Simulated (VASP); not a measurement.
# Sc3TlAs4 in VASP: further runs, part 2 of 2

VASP 6.6.1. The steps go on from the part before.

## 4. Single point, r2SCAN+rVV10

This run uses another cell than the first one, of 29.84 Å³/atom.

File POSCAR:

```
Sc3TlAs4
1.0
    6.2033536003      0.0000000000      0.0000000000
    0.0000000000      6.2033536003      0.0000000000
    0.0000000000      0.0000000000      6.2033536003
Sc Tl As
3 1 4
Direct
    0.0000000000      0.0000000000      0.5000000000
    0.0000000000      0.5000000000      0.0000000000
    0.5000000000      0.0000000000      0.0000000000
    0.0000000000      0.0000000000      0.0000000000
    0.2502147780      0.2502147780      0.2502147780
    0.2502147780      0.7497852220      0.7497852220
    0.7497852220      0.2502147780      0.7497852220
    0.7497852220      0.7497852220      0.2502147780
```

File INCAR.step1:

```
PREC = Accurate ; ENCUT = 550
ISMEAR = -1 ; SIGMA = 0.03
LREAL = False ; LASPH = True
NELM = 120 ; NBANDS = 43
GGA = PE ; ALGO = Normal
EDIFF = 1E-5 ; LWAVE = True
LCHARG = False ; GGA_COMPAT = False
```

File INCAR.step2:

```
PREC = Accurate ; ENCUT = 550
EDIFF = 1E-6 ; ISMEAR = -1
SIGMA = 0.03 ; LREAL = False
LASPH = True ; NELM = 120
ALGO = Normal ; ISIF = 2
LWAVE = False ; LCHARG = True
METAGGA = R2SCAN ; LMIXTAU = True
LUSE_VDW = True ; IVDW_NL = 2
BPARAM = 11.95 ; CPARAM = 0.0093
LELF = True ; LVHAR = True
NBANDS = 43 ; ISTART = 1
GGA_COMPAT = False
```

File KPOINTS:

```
Automatic mesh
0
Gamma
  4 4 4
```

Launch:

```bash
$ cat potpaw_PBE.64/Sc_sv/POTCAR potpaw_PBE.64/Tl_d/POTCAR potpaw_PBE.64/As/POTCAR > POTCAR
$ cp INCAR.step1 INCAR
$ mpirun -np 1 vasp_std > vasp.out
$ cp INCAR.step2 INCAR
$ mpirun -np 1 vasp_std > vasp.out
```

Run time: 6 min. Hardware: 1 thread of AMD EPYC 9R45 (Zen 5), shared host; peak memory 0.77 GiB.

It converged, with:

| Item | Value |
| --- | --- |
| Free energy | -149.9139 eV |
| Pressure | 0.3 GPa |
| Largest force | 0.061 eV/Å |
| Band gap on the k mesh | 1.91 eV (least direct gap 1.95 eV) |

Forces on the atoms (eV/Å):
```
Sc   0.000  0.000  0.000
Sc   0.000  0.000  0.000
Sc   0.000  0.000  0.000
Tl   0.000  0.000  0.000
As   0.035  0.035  0.035
As   0.035 -0.035 -0.035
As  -0.035  0.035 -0.035
As  -0.035 -0.035  0.035
```

Levels at points of the mesh, in eV from the valence-band top:
```tsv
k point	band 29	band 30	band 31	band 32	band 33	band 34	band 35	band 36	band 37	band 38
(0.00, 0.00, 0.00)	-0.18	-0.18	-0.04	-0.04	-0.04	1.91	1.91	1.91	2.56	3.18
(0.50, 0.00, 0.00)	-1.05	-0.24	-0.24	-0.13	-0.13	2.36	2.52	2.52	2.59	2.97
(0.50, 0.50, 0.00)	-0.37	-0.19	-0.19	-0.19	-0.16	2.85	2.85	2.90	3.16	3.16
(0.50, 0.50, 0.50)	-0.16	-0.16	-0.16	0.00	0.00	2.44	2.77	2.77	2.77	3.32
```

Caveat: the PAW data sets were made with another functional, which shifts forces and pressure a little; spin-orbit coupling is left out, which moves the levels of the heavy elements.

## 5. Single point, PBEsol

File INCAR:

```
ALGO = Normal
EDIFF = 1E-6
ENCUT = 500
GGA = PS
GGA_COMPAT = False
ISIF = 2
ISMEAR = -1
LASPH = True
LCHARG = False
LREAL = False
LWAVE = False
NBANDS = 43
NELM = 120
PREC = Accurate
SIGMA = 0.05
```

File KPOINTS:

```
k-points
0
Gamma
  4 4 4
```

File POSCAR:

```
Sc3TlAs4
1.0
    6.1741114092     -0.0044538577     -0.0008860696
   -0.0044735007      6.1740929413      0.0004228954
   -0.0008756190      0.0003943940      6.1739285873
Sc Tl As
3 1 4
Direct
    0.0071641252      0.0087732922      0.5072264783
    0.0071568500      0.5087098230      0.0075511670
    0.5071914609      0.0087726666      0.0075397552
    0.0071911052      0.0087039624      0.0071995225
    0.2582106600      0.2596775508      0.2580594961
    0.2577626727      0.7581078609      0.7564967035
    0.7565371072      0.2593468710      0.7563872297
    0.7562380672      0.7577183826      0.2580279392
```

Launch:

```bash
$ cat potpaw_PBE.64/Sc_sv/POTCAR potpaw_PBE.64/Tl_d/POTCAR potpaw_PBE.64/As/POTCAR > POTCAR
$ mpirun -np 1 vasp_std > vasp.out
```

It took 4.6 min on 1 thread of AMD EPYC 9R45 (Zen 5), shared host; peak memory 0.48 GiB.

Results (log left out):

```yaml
Free_energy: -46.9282 eV
Pressure: 0.2 GPa
Largest_force: 0.039 eV/Å
Band_gap_on_the_k_mesh: 1.60 eV (least direct gap 1.69 eV)
```

Forces in eV/Å, atoms in the order of the input:
```
Sc   0.000  0.000  0.000
Sc   0.000  0.000  0.000
Sc   0.000  0.000  0.000
Tl   0.000  0.000  0.000
As   0.022  0.022  0.022
As   0.023 -0.022 -0.022
As  -0.022  0.023 -0.022
As  -0.022 -0.022  0.022
```

Levels at points of the mesh, in eV from the valence-band top:
```
           k point  band 29  band 30  band 31  band 32  band 33  band 34  band 35  band 36  band 37  band 38
(0.00, 0.00, 0.00)    -0.16    -0.15    -0.10    -0.10    -0.10     1.60     1.60     1.60     2.20     2.78
(0.50, 0.00, 0.00)    -1.07    -0.24    -0.24    -0.17    -0.17     2.02     2.22     2.22     2.22     2.64
(0.00, 0.50, 0.00)    -1.07    -0.24    -0.24    -0.17    -0.17     2.02     2.22     2.22     2.22     2.64
(0.50, 0.50, 0.00)    -0.41    -0.25    -0.24    -0.19    -0.15     2.51     2.52     2.53     2.80     2.80
(0.00, 0.00, 0.50)    -1.07    -0.24    -0.23    -0.17    -0.16     2.02     2.22     2.22     2.22     2.64
(0.50, 0.00, 0.50)    -0.41    -0.25    -0.24    -0.19    -0.15     2.51     2.52     2.53     2.80     2.80
(0.00, 0.50, 0.50)    -0.41    -0.25    -0.25    -0.19    -0.15     2.51     2.52     2.53     2.80     2.80
(0.50, 0.50, 0.50)    -0.25    -0.25    -0.25     0.00     0.00     2.12     2.42     2.42     2.42     2.92
```

Caveat: the PAW data sets were made with another functional, which shifts forces and pressure a little; spin-orbit coupling is left out, which moves the levels of the heavy elements. A k mesh can miss the band edges.

## 6. The runs side by side

```csv
task,level,cell,cutoff (eV),smearing,gap on the mesh (eV),pressure (GPa),largest force (eV/Å)
single point,PBEsol,"a = 6.173 Å, 8 atoms, atomic positions A",500,fermi-dirac 0.03 eV,1.60,0.2,0.05
relaxation of cell and atoms,PBEsol,"relaxed from a = 5.659 Å, 8 atoms, atomic positions B",500,fermi-dirac 0.03 eV,1.60,0.0,-
single point,r2SCAN+rVV10,"a = 6.203 Å, 8 atoms, atomic positions C",550,fermi-dirac 0.03 eV,1.91,0.3,0.06
single point,PBEsol,"a = 6.174 Å, angles 90.0, 90.0, 90.1°, 8 atoms, atomic positions D",500,fermi-dirac 0.05 eV,1.60,0.2,0.04
```

Alike in all rows: potentials or basis VASP PAW PBE potentials, release 64 (Sc_sv, Tl_d, As); no spin polarisation; k mesh 4 × 4 × 4.

Caveats: the PAW data sets were made with another functional, which shifts forces and pressure a little; spin-orbit coupling is left out, which moves the levels of the heavy elements; the volume moved by over 15 % at a fixed basis, so the end points are rough (at least some runs).

Absolute energies hang on the potentials; compare differences alone.
